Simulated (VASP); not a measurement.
# Ti3C in VASP: notebook

Ti3C is run at these levels: PBE; tasks: single point.

Everything below comes from runs of VASP 6.6.1. Logs are shortened: lines on timing, memory, paths and dates and some standing lists are left out, and cuts for length are marked.

## 1. The cell of the first run

The cell holds a slab with vacuum, 4 atoms: a = 2.819 Å, b = 2.819 Å, c = 19.826 Å, α = 90.00°, β = 90.00°, γ = 109.47°.

## 2. Single point, PBE

INCAR

```
PREC = Accurate ; ENCUT = 520
EDIFF = 1E-7 ; ISMEAR = 0
SIGMA = 0.1 ; LREAL = F
LASPH = T ; NELM = 60
ALGO = Normal ; ISIF = 2
LWAVE = F ; LCHARG = F
LDIPOL = T ; IDIPOL = 3
DIPOL = 0.5 0.5 0.356 ; GGA = PE
NBANDS = 28
```

KPOINTS

```
Automatic mesh
0
Gamma
  10 10 1
```

POSCAR

```
Ti3C
1.0
    2.8192036111      0.0000000000      0.0000000000
   -0.9397345370      2.6579706546      0.0000000000
    0.0000000000      0.0000000000     19.8263803360
Ti C
3 1
Direct
    0.5000000000      0.5000000000      0.2017514005
    0.0000000000      0.0000000000      0.3111715305
    0.5000000000      0.5000000000      0.4199647235
    0.8333333333      0.8333333333      0.4906861513
```

Potentials or basis: VASP PAW PBE potentials, release 64 (Ti_sv, C).

Started as:

```console
$ cat potpaw_PBE.64/Ti_sv/POTCAR potpaw_PBE.64/C/POTCAR > POTCAR
$ mpirun -np 1 vasp_std > vasp.out
```

OUTCAR:

```text
PREC = Accurate
   ENCUT = 520
   EDIFF = 1E-7
   ISMEAR = 0
   LREAL = F
   LASPH = T
   NELM = 60
   ISIF = 2
   GGA = PE

 ion  position               nearest neighbor table
   1  0.500  0.500  0.202-   2 2.71   2 2.71
   2  0.000  0.000  0.311-   3 2.70   3 2.70   1 2.71   1 2.71
   3  0.500  0.500  0.420-   4 1.77   2 2.70   2 2.70
   4  0.833  0.833  0.491-   3 1.77

  LATTYP: Found a base centered orthorhombic cell.
 ALAT       =     3.2553359276
 B/A-ratio  =     1.4142135624
 C/A-ratio  =     6.0904253132

  Lattice vectors:

 A1 = (   2.8192036111,   0.0000000000,   0.0000000000)
 A2 = (  -0.9397345370,   2.6579706546,   0.0000000000)
 A3 = (   0.0000000000,   0.0000000000,  19.8263803360)

Analysis of symmetry for initial positions (statically):
=====================================================================
 Subroutine PRICEL returns:
 Original cell was already a primitive cell.

 Routine SETGRP: Setting up the symmetry group for a
 base centered orthorhombic supercell.

 Subroutine GETGRP returns: Found  2 space group operations
 (whereof  2 operations were pure point group operations)
 out of a pool of  8 trial point group operations.

The static configuration has the point symmetry C_1h.

Analysis of symmetry for dynamics (positions and initial velocities):
=====================================================================
 Subroutine PRICEL returns:
 Original cell was already a primitive cell.

 Routine SETGRP: Setting up the symmetry group for a
 base centered orthorhombic supercell.

 Subroutine GETGRP returns: Found  2 space group operations
 (whereof  2 operations were pure point group operations)
 out of a pool of  8 trial point group operations.

The dynamic configuration has the point symmetry C_1h.

 Subroutine INISYM returns: Found  2 space group operations
 (whereof  2 operations are pure point group operations),
 and found     1 'primitive' translations

----------------------------------------------------------------------------------------

                                     Primitive cell

  volume of cell :     148.5662

  direct lattice vectors                    reciprocal lattice vectors
     2.819203611  0.000000000  0.000000000     0.354710102  0.125408959  0.000000000
    -0.939734537  2.657970655  0.000000000     0.000000000  0.376226878  0.000000000
     0.000000000  0.000000000 19.826380336     0.000000000  0.000000000  0.050437850

  length of vectors
     2.819203611  2.819203611 19.826380336     0.376226878  0.376226878  0.050437850

  position of ions in fractional coordinates (direct lattice)
     0.500000000  0.500000000  0.201751401
     0.000000000  0.000000000  0.311171530
     0.500000000  0.500000000  0.419964724
     0.833333333  0.833333333  0.490686151

  ion indices of the primitive-cell ions
   primitive index   ion index
                 1           1
                 2           2
                 3           3
                 4           4

----------------------------------------------------------------------------------------

 KPOINTS: Automatic mesh

Automatic generation of k-mesh.
 Grid dimensions read from file:
 generate k-points for:   10   10    1

 Generating k-lattice:

  Cartesian coordinates                     Fractional coordinates (reciprocal lattice)
     0.035471010  0.012540896  0.000000000     0.100000000  0.000000000  0.000000000
     0.000000000  0.037622688  0.000000000     0.000000000  0.100000000  0.000000000
     0.000000000  0.000000000  0.050437850     0.000000000  0.000000000  1.000000000

  Length of vectors
     0.037622688  0.037622688  0.050437850

  Shift w.r.t. Gamma in fractional coordinates (k-lattice)
     0.000000000  0.000000000  0.000000000

 Subroutine IBZKPT returns following result:
 ===========================================

 Found     31 irreducible k-points:

 Following reciprocal coordinates:
            Coordinates               Weight
  0.000000  0.000000  0.000000      1.000000
  0.100000 -0.000000  0.000000      4.000000
  0.200000 -0.000000  0.000000      4.000000
  0.300000  0.000000  0.000000      4.000000
  0.400000 -0.000000  0.000000      4.000000
  0.500000 -0.000000  0.000000      2.000000
[... 16 lines left out ...]
  0.300000  0.300000  0.000000      2.000000
  0.400000  0.300000  0.000000      4.000000
 [... further k-points ...]
   k-points           NKPTS =     31   k-points in BZ     NKDIM =     31   number of bands    NBANDS=     28
   number of dos      NEDOS =    301   number of ions     NIONS =      4
   total plane-waves  NPLWV =  86400
   dimension x,y,z NGX =    24 NGY =   24 NGZ =  150
   dimension x,y,z NGXF=    48 NGYF=   48 NGZF=  300
   ions per type =               3   1
   NGX,Y,Z   is equivalent  to a cutoff of  14.15, 14.15, 12.58 a.u.
   NGXF,Y,Z  is equivalent  to a cutoff of  28.31, 28.31, 25.16 a.u.
 SYSTEM =  unknown system
   PREC   = accura    normal or accurate (medium, high low for compatibility)
   ISTART =      0    job   : 0-new  1-cont  2-samecut
   ICHARG =      2    charge: 1-file 2-atom 10-const
   ISPIN  =      1    spin polarized calculation?
   LNONCOLLINEAR =      F non collinear calculations
   LSORBIT =      F    spin-orbit coupling
   LASPH  =      T    aspherical Exc in radial PAW
   ENCUT  =  520.0 eV  38.22 Ry    6.18 a.u.   5.24  5.24 36.86*2*pi/ulx,y,z
   NELM   =     60;   NELMIN=  2; NELMDL= -5     # of ELM steps
   EDIFF  = 0.1E-06   stopping-criterion for ELM
   LREAL  =      F    real-space projection
   EDIFFG = 0.1E-05   stopping-criterion for IOM
   NSW    =      0    number of steps for IOM
   IBRION =     -1    ionic relax: 0-MD 1-quasi-New 2-CG
   NFREE  =      0    steps in history (QN), initial steepest desc. (CG)
   ISIF   =      2    stress and relaxation
   ISYM   =      2    0-nonsym 1-usesym 2-fastsym
   POTIM  = 0.5000    time-step for ionic-motion
   TEBEG  =    0.0;   TEEND  =   0.0 temperature during run
   PSTRESS=    0.0 pullay stress
   NELECT =      40.0000    total number of electrons
   NUPDOWN=      -1.0000    fix difference up-down
   EMIN   =  10.00;   EMAX   =-10.00  energy-range for DOS
   EFERMI =   0.00;   METHOD = LEGACY
   ISMEAR =     0;   SIGMA  =   0.10  broadening in eV -4-tet -1-fermi 0-gaus
   EFERMI_NEDOS =   21; number of points for ismear=-14 and -15
   IALGO  =     38    algorithm
   IMIX   =      4    mixing-type and parameters
     AMIX     =   0.40;   BMIX     =  1.00
     AMIX_MAG =   1.60;   BMIX_MAG =  1.00
  volume/ion in A,a.u.               =      37.14       250.64
  Fermi-wavevector in a.u.,A,eV,Ry     =   1.057113  1.997654 15.204350  1.117488
  Thomas-Fermi vector in A             =   2.192374
   LORBIT       =      0    0 simple, 1 ext, 2 COOP (PROOUT), +10 PAW based schemes
   GGA     = PE    functional components
   LHFCALC =     F    Hartree Fock is set to
   AEXX    =    0.0000 exact exchange contribution
   IVDW    =     0    specifies the selected vdW correction
   LEPSILON=     F    determine dielectric tensor
   LRPA    =     F    only Hartree local field effects (RPA)
 non-spin polarized calculation
 Gauss-broadening in eV      SIGMA  =   0.10
  energy-cutoff  :      520.00
  volume of cell :      148.57
 maximum number of plane-waves:      4027
 NGX is ok and might be reduce to    24
   NGX = 11   NGY = 11   NGZ = 73

 number of electron      39.9999993 magnetization

 dipolmoment           0.000000      0.000000      0.103524 electrons x Angstroem

 Free energy of the ion-electron system (eV)
  ---------------------------------------------------
  ext. energy  EPLUGINS =         0.00000000
  ---------------------------------------------------
  free energy    TOTEN  =       -27.83348508 eV

  energy without entropy =      -27.79218827  energy(sigma->0) =      -27.81283667

 E-fermi :  -0.3302     XC(G=0):  -5.4518

 val. band max:       -0.3491215808   @ k =  -0.2000   0.1000   0.0000
 cond. band min:      -0.3223674994   @ k =  -0.2000   0.2000   0.0000
 fundamental gap:      0.0267540815
 Fermi energy:        -0.3302415341

 k-point     1 :       0.0000    0.0000    0.0000
  band No.  band energies     occupation
      1     -56.9684      2.00000
      2     -56.5926      2.00000
      3     -56.1190      2.00000
      4     -33.3809      2.00000
      5     -32.9881      2.00000
      6     -32.8960      2.00000
[... 20 lines left out ...]
     27       2.3747      0.00000
     28       2.5619      0.00000

 k-point     2 :       0.1000   -0.0000    0.0000
  band No.  band energies     occupation
      1     -56.9613      2.00000
      2     -56.5862      2.00000
      3     -56.1129      2.00000
      4     -33.3696      2.00000
      5     -33.0332      2.00000
      6     -32.8963      2.00000
[... 20 lines left out ...]
     27       2.2725      0.00000
     28       2.3974      0.00000

 k-point     3 :       0.2000   -0.0000    0.0000
  band No.  band energies     occupation
      1     -56.9427      2.00000
      2     -56.5694      2.00000
      3     -56.0966      2.00000
      4     -33.3430      2.00000
      5     -33.1474      2.00000
      6     -32.9390      2.00000
[... 20 lines left out ...]
     27       2.2112      0.00000
     28       2.4505      0.00000

 k-point     4 :       0.3000    0.0000    0.0000
  band No.  band energies     occupation
      1     -56.9196      2.00000
      2     -56.5486      2.00000
      3     -56.0765      2.00000
      4     -33.3322      2.00000
      5     -33.2810      2.00000
      6     -32.9833      2.00000
[... 578 lines left out ...]
     27       1.7203      0.00000
     28       2.2928      0.00000

 k-point    23 :       0.3000    0.3000    0.0000
  band No.  band energies     occupation
      1     -56.8771      2.00000
      2     -56.5084      2.00000
      3     -56.0365      2.00000
      4     -33.2979      2.00000
      5     -33.2663      2.00000
      6     -33.2535      2.00000
[... 20 lines left out ...]
     27       2.9303      0.00000
     28       3.0064      0.00000

 k-point    24 :       0.4000    0.3000    0.0000
  band No.  band energies     occupation
      1     -56.8660      2.00000
      2     -56.4964      2.00000
      3     -56.0237      2.00000
      4     -33.3709      2.00000
      5     -33.2579      2.00000
      6     -33.2434      2.00000
[... 20 lines left out ...]
     27       2.9810      0.00000
     28       3.2215      0.00000

 [... further k-points ...]

------------------------ aborting loop because EDIFF is reached ----------------------------------------

 vacuum level on the upper side and lower side of the slab       (xc-potential included)         1.037        -1.444

  FORCE on cell =-STRESS in cart. coord.  units (eV):
  Direction    XX          YY          ZZ          XY          YZ          ZX
  --------------------------------------------------------------------------------------
  -------------------------------------------------------------------------------------
  Total        0.3809951      1.0715571      1.3682052      0.9766021      2.7706706      1.9591590
  in kB        4.1087520     11.5559550     14.7550869     10.5319356     29.8796439     21.1280885
  external PRESSURE =      10.1399313 kB  Pullay stress =       0.0000000 kB

 VOLUME and BASIS-vectors are now :
 -----------------------------------------------------------------------------
  energy-cutoff  :      520.00
  volume of cell :      148.57
      direct lattice vectors                 reciprocal lattice vectors
     2.819203611  0.000000000  0.000000000     0.354710102  0.125408959  0.000000000
    -0.939734537  2.657970655  0.000000000     0.000000000  0.376226878  0.000000000
     0.000000000  0.000000000 19.826380336     0.000000000  0.000000000  0.050437850

 POSITION                                       TOTAL-FORCE (eV/Angst)
 -----------------------------------------------------------------------------------
      0.93973      1.32899      4.00000        -0.027481     -0.038865      0.028775
      0.00000      0.00000      6.16941         0.272456      0.385311     -0.665595
      0.93973      1.32899      8.32638        -1.976618     -2.795359      0.585353
      1.56622      2.21498      9.72853         1.731643      2.448913      0.051467
 -----------------------------------------------------------------------------------
    total drift:                               -0.000029     -0.000042      0.000094

  FREE ENERGIE OF THE ION-ELECTRON SYSTEM (eV)
  ---------------------------------------------------
  free  energy   TOTEN  =       -27.8334850766 eV

  energy  without entropy=      -27.7921882711  energy(sigma->0) =      -27.81283667

 vacuum level on the upper side and lower side of the slab         6.343         3.790
```

Wall time 1.8 min (1 thread of Intel Xeon 6975P-C (Granite Rapids), shared host); peak memory 0.33 GiB.

What came out:

```yaml
Free_energy: -27.8335 eV
Largest_force: 3.473 eV/Å
Band_gap_on_the_k_mesh: zero (band 20 reaches -0.02 eV, above the bottom of band 21 at -0.54 eV)
```

Forces on the atoms (eV/Å):
```
Ti  -0.027 -0.039  0.029
Ti   0.272  0.385 -0.666
Ti  -1.977 -2.795  0.585
C    1.732  2.449  0.051
```

(Continued in part 2 of 2.)
